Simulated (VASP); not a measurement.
## Si: single point with PBE

Crystal: Si.

```xyz
4
Lattice="0.0000 -2.8031 -2.8031 0.0000 2.8031 -2.8031 5.6063 0.0000 0.0000" Properties=species:S:1:pos:R:3 pbc="T T T"
Si    0.0000    0.0149   -2.8291
Si    2.8031   -0.0149    0.0260
Si    1.4016   -1.4275   -4.1898
Si    4.2047   -1.3756   -1.4164
```

This cell differs from its parent crystal: atoms displaced along a vibrational mode, the cell strained.

```yaml
Program: VASP 6.6.1
Task: single point
Functional: PBE
Potentials_or_basis: VASP PAW PBE potentials, release 64 (Si)
Cutoff: 520 eV
k_mesh: 8 × 8 × 6
Occupations: gaussian, width 0.05 eV
Spin: no spin polarisation
Dipole_correction: no
Further_INCAR_settings: ALGO = Normal; EDIFF = 1e-07; NBANDS = 16
```

The pressure is -5.7 GPa, the largest force is 0.081 eV/Å and the band gap on the k mesh is 0.73 eV.

Forces in eV/Å, atoms in the order of the input:
```
Si   0.006 -0.040  0.070
Si   0.006  0.040 -0.070
Si  -0.006  0.070 -0.040
Si  -0.006 -0.070  0.040
```

Levels at points of the mesh, in eV from the valence-band top:
```csv
k point,band 5,band 6,band 7,band 8,band 9,band 10,band 11,band 12
"(0.00, 0.00, 0.00)",-2.61,-0.02,0.00,0.00,0.88,0.89,2.30,2.52
"(0.50, 0.00, 0.00)",-3.40,-3.40,-1.22,-1.22,2.36,2.36,4.59,4.59
"(0.00, 0.50, 0.00)",-3.40,-3.40,-1.22,-1.22,2.36,2.36,4.59,4.59
"(0.50, 0.50, 0.00)",-2.61,-2.61,-2.61,-2.61,0.88,0.88,0.88,0.88
"(0.00, 0.00, 0.50)",-1.72,-1.72,-1.72,-1.72,1.21,1.21,3.09,3.09
"(0.50, 0.00, 0.50)",-1.12,-1.12,-1.11,-1.11,1.20,1.20,3.36,3.36
"(0.00, 0.50, 0.50)",-1.12,-1.12,-1.11,-1.11,1.20,1.20,3.36,3.36
"(0.50, 0.50, 0.50)",-3.46,-3.46,-3.46,-3.46,4.26,4.26,4.26,4.26
```

Wall time 110 s on 1 thread of Intel(R) Xeon(R) Platinum 8259CL CPU @ 2.50GHz (Skylake/Cascade Lake), on a shared host, peak memory 0.24 GiB.

Caveat: the cell differs from its parent crystal (atoms displaced along a vibrational mode, the cell strained); the cell stands under tension. A k mesh can miss the band edges.
